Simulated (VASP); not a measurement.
# CO2 (P2_1/c) in VASP: further runs

CO2 is run at these levels: PBE; tasks: single point.

Program: VASP 6.6.1. These are calculated values, not measurements. Logs are shortened: lines on timing, memory, paths and dates and some standing lists are left out, and cuts for length are marked.

## (1) The cell of the first run

It takes space group P2_1/c (No. 14, monoclinic). The conventional cell has a = 6.075 Å, b = 6.058 Å, c = 6.075 Å, α = 90.00°, β = 98.58°, γ = 90.00°. C (site symmetry -1) has 2 O at 1.11 Å within 1.5 Å. Within 1.6 Å of C (site symmetry -1) lie 2 O at 1.23 Å. O (site symmetry 1) has 1 C at 1.11 Å within 1.5 Å. O (site symmetry 1) has 1 C at 1.23 Å within 1.6 Å.

## (2) Single point, PBE (engineering shear strain xz -0.1500, normal strain along z +0.0000)

INCAR

```
PREC     = Accurate       # precision mode
ENCUT    = 520            # plane-wave cutoff, eV
EDIFF    = 1E-7           # SCF threshold, eV
ISMEAR   = 0              # smearing method
SIGMA    = 0.05           # smearing width, eV
LREAL    = False          # projectors in reciprocal space
LASPH    = True           # aspherical terms in the spheres
NELM     = 60             # most SCF steps
ALGO     = Normal         # electronic algorithm
ISIF     = 2              # what is computed and relaxed
LWAVE    = False          # write WAVECAR
LCHARG   = False          # write CHGCAR
GGA      = PE             # functional
NBANDS   = 44             # bands
```

KPOINTS

```
regular mesh
0
Gamma
  4 4 4
```

POSCAR

```
CO2
1.0
    6.0577362522      0.0000000000     -0.4543302189
    0.0000000000      6.0577362522      0.0000000000
   -0.4543302189      0.0000000000      6.0577362522
C O
4 8
Direct
    0.0000000000      0.0000000000      0.0000000000
    0.5000000000      0.0000000000      0.5000000000
    0.5000000000      0.5000000000      0.0000000000
    0.0000000000      0.5000000000      0.5000000000
    0.1114834447      0.1114834447      0.1114834447
    0.3885165553      0.8885165553      0.6114834447
    0.6114834447      0.3885165553      0.8885165553
    0.8885165553      0.6114834447      0.3885165553
    0.8885165553      0.8885165553      0.8885165553
    0.6114834447      0.1114834447      0.3885165553
    0.3885165553      0.6114834447      0.1114834447
    0.1114834447      0.3885165553      0.6114834447
```

Potentials or basis: VASP PAW PBE potentials, release 64 (C, O).

Started as:

```sh
$ cat potpaw_PBE.64/C/POTCAR potpaw_PBE.64/O/POTCAR > POTCAR
$ mpirun -np 1 vasp_std > vasp.out
```

OUTCAR:

```text
PREC = Accurate
   ENCUT = 520
   EDIFF = 1E-7
   ISMEAR = 0
   LREAL = False
   LASPH = True
   NELM = 60
   ISIF = 2
   GGA = PE

 ion  position               nearest neighbor table
   1  0.000  0.000  0.000-   5 1.11   9 1.11
   2  0.500  0.000  0.500-   6 1.23  10 1.23
   3  0.500  0.500  0.000-   7 1.23  11 1.23
   4  0.000  0.500  0.500-   8 1.11  12 1.11
   5  0.111  0.111  0.111-   1 1.11
   6  0.389  0.889  0.611-   2 1.23
   7  0.611  0.389  0.889-   3 1.23
   8  0.889  0.611  0.389-   4 1.11
   9  0.889  0.889  0.889-   1 1.11
  10  0.611  0.111  0.389-   2 1.23
  11  0.389  0.611  0.111-   3 1.23
  12  0.111  0.389  0.611-   4 1.11

  LATTYP: Found a base centered orthorhombic cell.
 ALAT       =     7.9244128078
 B/A-ratio  =     1.1621621622
 C/A-ratio  =     0.7644397634

  Lattice vectors:

 A1 = (  -0.4543302189,   0.0000000000,   6.0577362522)
 A2 = (   6.0577362522,   0.0000000000,  -0.4543302189)
 A3 = (   0.0000000000,   6.0577362522,   0.0000000000)

Analysis of symmetry for initial positions (statically):
=====================================================================
 Subroutine PRICEL returns:
 Original cell was already a primitive cell.

 Routine SETGRP: Setting up the symmetry group for a
 base centered orthorhombic supercell.

 Subroutine GETGRP returns: Found  4 space group operations
 (whereof  2 operations were pure point group operations)
 out of a pool of  8 trial point group operations.

The static configuration has the point symmetry S_2 .
 The point group associated with its full space group is C_2h.

Analysis of symmetry for dynamics (positions and initial velocities):
=====================================================================
 Subroutine PRICEL returns:
 Original cell was already a primitive cell.

 Routine SETGRP: Setting up the symmetry group for a
 base centered orthorhombic supercell.

 Subroutine GETGRP returns: Found  4 space group operations
 (whereof  2 operations were pure point group operations)
 out of a pool of  8 trial point group operations.

The dynamic configuration has the point symmetry S_2 .
 The point group associated with its full space group is C_2h.

 Subroutine INISYM returns: Found  4 space group operations
 (whereof  2 operations are pure point group operations),
[... 125 lines left out ...]
   TEBEG  =    0.0;   TEEND  =   0.0 temperature during run
   PSTRESS=    0.0 pullay stress
   NELECT =      64.0000    total number of electrons
   NUPDOWN=      -1.0000    fix difference up-down
   EMIN   =  10.00;   EMAX   =-10.00  energy-range for DOS
   EFERMI =   0.00;   METHOD = LEGACY
   ISMEAR =     0;   SIGMA  =   0.05  broadening in eV -4-tet -1-fermi 0-gaus
   EFERMI_NEDOS =   21; number of points for ismear=-14 and -15
   IALGO  =     38    algorithm
   IMIX   =      4    mixing-type and parameters
     AMIX     =   0.40;   BMIX     =  1.00
     AMIX_MAG =   1.60;   BMIX_MAG =  1.00
  volume/ion in A,a.u.               =      18.42       124.31
  Fermi-wavevector in a.u.,A,eV,Ry     =   1.083031  2.046633 15.959050  1.172957
  Thomas-Fermi vector in A             =   2.219087
   LORBIT       =      0    0 simple, 1 ext, 2 COOP (PROOUT), +10 PAW based schemes
   GGA     = PE    functional components
   LHFCALC =     F    Hartree Fock is set to
   AEXX    =    0.0000 exact exchange contribution
   IVDW    =     0    specifies the selected vdW correction
   LEPSILON=     F    determine dielectric tensor
   LRPA    =     F    only Hartree local field effects (RPA)
 non-spin polarized calculation
 Gauss-broadening in eV      SIGMA  =   0.05
  energy-cutoff  :      520.00
  volume of cell :      221.05
 maximum number of plane-waves:      5976
 NGX is ok and might be reduce to    48
   NGX = 23   NGY = 23   NGZ = 23

 number of electron      64.0000008 magnetization

 Free energy of the ion-electron system (eV)
  ---------------------------------------------------
  ext. energy  EPLUGINS =         0.00000000
  ---------------------------------------------------
  free energy    TOTEN  =       -90.77089147 eV

  energy without entropy =      -90.77089147  energy(sigma->0) =      -90.77089147

 E-fermi :  -4.5012     XC(G=0):  -6.8924

 val. band max:       -4.7481329333   @ k =   0.0000   0.0000   0.0000
 cond. band min:       1.7295203710   @ k =   0.0000   0.0000   0.0000
 fundamental gap:      6.4776533044
 Fermi energy:        -4.5011749865

 k-point     1 :       0.0000    0.0000    0.0000
  band No.  band energies     occupation
      1     -25.8710      2.00000
      2     -25.8368      2.00000
      3     -24.8883      2.00000
      4     -24.8774      2.00000
      5     -24.3919      2.00000
      6     -24.3379      2.00000
[... 1117 lines left out ...]
     43       5.1706      0.00000
     44       5.1706      0.00000

 [... further k-points ...]

------------------------ aborting loop because EDIFF is reached ----------------------------------------

  FORCE on cell =-STRESS in cart. coord.  units (eV):
  Direction    XX          YY          ZZ          XY          YZ          ZX
  --------------------------------------------------------------------------------------
  -------------------------------------------------------------------------------------
  Total        3.6278175      6.3923122      3.4892576      0.0000000      0.0000000     19.6411370
  in kB       26.2950944     46.3326651     25.2907868      0.0000000      0.0000000    142.3626058
  external PRESSURE =      32.6395154 kB  Pullay stress =       0.0000000 kB

 VOLUME and BASIS-vectors are now :
 -----------------------------------------------------------------------------
  energy-cutoff  :      520.00
  volume of cell :      221.05
      direct lattice vectors                 reciprocal lattice vectors
     6.057736252  0.000000000 -0.454330219     0.166011985  0.000000000  0.012450899
     0.000000000  6.057736252  0.000000000     0.000000000  0.165078168  0.000000000
    -0.454330219  0.000000000  6.057736252     0.012450899  0.000000000  0.166011985

 POSITION                                       TOTAL-FORCE (eV/Angst)
 -----------------------------------------------------------------------------------
      0.00000      0.00000      0.00000        -0.000000      0.000000     -0.000000
      2.80170      0.00000      2.80170         0.000000      0.000000     -0.000000
      3.02887      3.02887     -0.22717         0.000000      0.000000     -0.000000
     -0.22717      3.02887      3.02887         0.000000      0.000000     -0.000000
      0.62469      0.67534      0.62469         4.568649      4.959100      4.604367
      2.07572      5.38240      3.52769         2.654234      2.483910     -2.701382
      3.30053      2.35353      5.10458        -2.654234      2.483910      2.701382
      5.20588      3.70421      1.94985        -4.568649      4.959100     -4.604367
      4.97872      5.38240      4.97872        -4.568649     -4.959100     -4.604367
      3.52769      0.67534      2.07572        -2.654234     -2.483910      2.701382
      2.30288      3.70421      0.49882         2.654234     -2.483910     -2.701382
      0.39752      2.35353      3.65356         4.568649     -4.959100      4.604367
 -----------------------------------------------------------------------------------
    total drift:                               -0.000000      0.000000      0.000000

  FREE ENERGIE OF THE ION-ELECTRON SYSTEM (eV)
  ---------------------------------------------------
  free  energy   TOTEN  =       -90.7708914731 eV

  energy  without entropy=      -90.7708914731  energy(sigma->0) =      -90.77089147
```

Wall time 3 min (1 thread of Intel Xeon Platinum 8488C (Sapphire Rapids), shared host); peak memory 0.43 GiB.

What came out:

* Free energy: -90.7709 eV
* Pressure: 3.3 GPa
* Largest force: 8.165 eV/Å
* Band gap on the k mesh: 6.48 eV

Forces in eV/Å, atoms in the order of the input:
```
C    0.000  0.000  0.000
C    0.000  0.000  0.000
C    0.000  0.000  0.000
C    0.000  0.000  0.000
O    4.569  4.959  4.604
O    2.654  2.484 -2.701
O   -2.654  2.484  2.701
O   -4.569  4.959 -4.604
O   -4.569 -4.959 -4.604
O   -2.654 -2.484  2.701
O    2.654 -2.484 -2.701
O    4.569 -4.959  4.604
```

Caveat: the cell differs from its parent crystal (engineering shear strain xz -0.1500, normal strain along z +0.0000); the cell stands under pressure; this functional lacks dispersion, which holds the molecules together, so the pressure and a relaxed volume are unreliable; forces of over 1 eV/Å act on the atoms, so gaps and moduli don't describe the material at rest. A k mesh can miss the band edges.

## (3) Single point, PBE (engineering shear strain xz -0.3000, normal strain along z +0.0200)

INCAR

```
PREC = Accurate ; ENCUT = 520
EDIFF = 1E-6 ; ISMEAR = 0
SIGMA = 0.05 ; LREAL = False
LASPH = True ; NELM = 80
ALGO = Normal ; ISIF = 2
LWAVE = False ; LCHARG = True
GGA = PE ; LELF = True
LVHAR = True ; NBANDS = 44
```

KPOINTS

```
Automatic mesh
0
Gamma
  4 4 4
```

Edit POSCAR of step 2 so:

```diff
@@ -2,5 +2,5 @@
 1.0
-    6.0577362522      0.0000000000     -0.4543302189
+    6.0577362522      0.0000000000     -0.9086604378
     0.0000000000      6.0577362522      0.0000000000
-   -0.4543302189      0.0000000000      6.0577362522
+   -0.9086604378      0.0000000000      6.1788909772
 C O
```

Potentials or basis: VASP PAW PBE potentials, release 64 (C, O).

Started as:

```sh
$ cat potpaw_PBE.64/C/POTCAR potpaw_PBE.64/O/POTCAR > POTCAR
$ mpirun -np 1 vasp_std > vasp.out
```

Wall time 3.4 min (1 thread of Intel Xeon Platinum 8488C (Sapphire Rapids), shared host); peak memory 0.43 GiB.

Results (log left out):

```yaml
Free_energy: -86.4593 eV
Pressure: 7.4 GPa
Largest_force: 17.061 eV/Å
Band_gap_on_the_k_mesh: 6.02 eV
```

Forces on the atoms (eV/Å):
```
C     0.000   0.000   0.000
C     0.000   0.000   0.000
C     0.000   0.000   0.000
C     0.000   0.000   0.000
O     9.161  10.857   9.450
O     4.848   4.262  -5.059
O    -4.848   4.262   5.059
O    -9.161  10.857  -9.450
O    -9.161 -10.857  -9.450
O    -4.848  -4.262   5.059
O     4.848  -4.262  -5.059
O     9.161 -10.857   9.450
```

Stress tensor (GPa, compression positive):
```
 4.78  0.00 27.57
 0.00 12.68  0.00
27.57  0.00  4.63
```

Levels at points of the mesh, in eV from the valence-band top:
```
           k point  band 29  band 30  band 31  band 32  band 33  band 34  band 35  band 36
(0.00, 0.00, 0.00)    -0.31    -0.07    -0.02     0.00     6.02     6.28     6.35     6.57
(0.50, 0.00, 0.00)    -0.33    -0.16    -0.12     0.00     6.26     6.40     6.53     6.63
(0.00, 0.50, 0.00)    -0.16    -0.16    -0.06    -0.06     6.39     6.39     6.46     6.46
(0.50, 0.50, 0.00)    -0.17    -0.17    -0.11    -0.11     6.40     6.40     6.45     6.45
(0.00, 0.00, 0.50)    -0.17    -0.17    -0.08    -0.08     6.41     6.41     6.46     6.46
(0.50, 0.00, 0.50)    -0.15    -0.15    -0.07    -0.07     6.39     6.39     6.41     6.41
(0.00, 0.50, 0.50)    -0.19    -0.19    -0.11    -0.11     6.27     6.27     6.65     6.65
(0.50, 0.50, 0.50)    -0.16    -0.16    -0.06    -0.06     6.27     6.27     6.62     6.62
```

Caveat: the cell differs from its parent crystal (engineering shear strain xz -0.3000, normal strain along z +0.0200); the stress differs along the axes, from 5 to 13 GPa; this functional lacks dispersion, which holds the molecules together, so the pressure and a relaxed volume are unreliable; forces of over 1 eV/Å act on the atoms, so gaps and moduli don't describe the material at rest.

## (4) Single point, PBE (engineering shear strain xz -0.0750, normal strain along z +0.0000)

INCAR

```
SYSTEM = CO2
ALGO = Normal ; EDIFF = 1E-7
ENCUT = 520 ; GGA = PE
ISIF = 2 ; ISMEAR = 0
LASPH = .TRUE. ; LCHARG = .FALSE.
LREAL = .FALSE. ; LWAVE = .FALSE.
NBANDS = 44 ; NELM = 100
PREC = Accurate ; SIGMA = 0.05
```

KPOINTS

```
k-points
0
G
  4 4 4
  0 0 0
```

Edit POSCAR of step 3 so:

```diff
@@ -2,5 +2,5 @@
 1.0
-    6.0577362522      0.0000000000     -0.9086604378
+    6.0577362522      0.0000000000     -0.2271651095
     0.0000000000      6.0577362522      0.0000000000
-   -0.9086604378      0.0000000000      6.1788909772
+   -0.2271651095      0.0000000000      6.0577362522
 C O
```

Started as:

```sh
$ cat potpaw_PBE.64/C/POTCAR potpaw_PBE.64/O/POTCAR > POTCAR
$ mpirun -np 1 vasp_std > vasp.out
```

Wall time 3.8 min (1 thread of Intel Xeon Platinum 8488C (Sapphire Rapids), shared host); peak memory 0.43 GiB.

The run converged. Its results:

```yaml
Free_energy: -91.8949 eV
Pressure: 1.7 GPa
Largest_force: 4.071 eV/Å
Band_gap_on_the_k_mesh: 6.58 eV
```

Forces in eV/Å, atoms in the order of the input:
```
C    0.000  0.000  0.000
C    0.000  0.000  0.000
C    0.000  0.000  0.000
C    0.000  0.000  0.000
O    2.311  2.409  2.330
O    1.279  1.239 -1.300
O   -1.279  1.239  1.300
O   -2.311  2.409 -2.330
O   -2.311 -2.409 -2.330
O   -1.279 -1.239  1.300
O    1.279 -1.239 -1.300
O    2.311 -2.409  2.330
```

Stress tensor (GPa, compression positive):
```
1.56 0.00 7.10
0.00 2.06 0.00
7.10 0.00 1.54
```

Levels at points of the mesh, in eV from the valence-band top:
| k point | band 30 | band 31 | band 32 | band 33 | band 34 | band 35 |
| --- | --- | --- | --- | --- | --- | --- |
| (0.00, 0.00, 0.00) | -0.09 | -0.01 | 0.00 | 6.58 | 7.78 | 7.81 |
| (0.50, 0.00, 0.00) | -0.14 | -0.11 | -0.02 | 7.70 | 7.71 | 7.85 |
| (0.00, 0.00, 0.50) | -0.16 | -0.06 | -0.06 | 7.82 | 7.82 | 7.88 |
| (0.00, 0.50, 0.00) | -0.15 | -0.05 | -0.05 | 7.80 | 7.80 | 7.88 |
| (0.50, 0.50, 0.00) | -0.16 | -0.13 | -0.13 | 7.82 | 7.82 | 7.87 |
| (0.00, 0.50, 0.50) | -0.16 | -0.14 | -0.14 | 7.70 | 7.70 | 8.14 |
| (0.50, 0.00, 0.50) | -0.15 | -0.13 | -0.13 | 7.83 | 7.83 | 7.86 |
| (0.50, 0.50, 0.50) | -0.15 | -0.13 | -0.13 | 7.75 | 7.75 | 8.07 |

Caveat: the cell differs from its parent crystal (engineering shear strain xz -0.0750, normal strain along z +0.0000); this functional lacks dispersion, which holds the molecules together, so the pressure and a relaxed volume are unreliable; forces of over 1 eV/Å act on the atoms, so gaps and moduli don't describe the material at rest.

## (5) Summary

| cell | gap on the mesh (eV) | pressure (GPa) | largest force (eV/Å) |
| --- | --- | --- | --- |
| a = 6.075, b = 6.058 Å, angles 90.0, 98.6, 90.0°, 12 atoms | 6.48 | 3.3 | 8.16 |
| a = 6.126, b = 6.058, c = 6.245 Å, angles 90.0, 106.9, 90.0°, 12 atoms | 6.02 | 7.4 | 17.06 |
| a = 6.062, b = 6.058 Å, angles 90.0, 94.3, 90.0°, 12 atoms | 6.58 | 1.7 | 4.07 |

Alike in all rows: task single point; level PBE; potentials or basis VASP PAW PBE potentials, release 64 (C, O); no spin polarisation; k mesh 4 × 4 × 4; cutoff (eV) 520; smearing gaussian 0.05 eV.

Caveats: this functional lacks dispersion, which holds the molecules together, so the pressure and a relaxed volume are unreliable; forces of over 1 eV/Å act on the atoms, so gaps and moduli don't describe the material at rest; the cell stands under pressure (at least some runs); the stress differs along the axes, from 5 to 13 GPa (at least some runs).

Absolute energies hang on the potentials; compare differences alone.
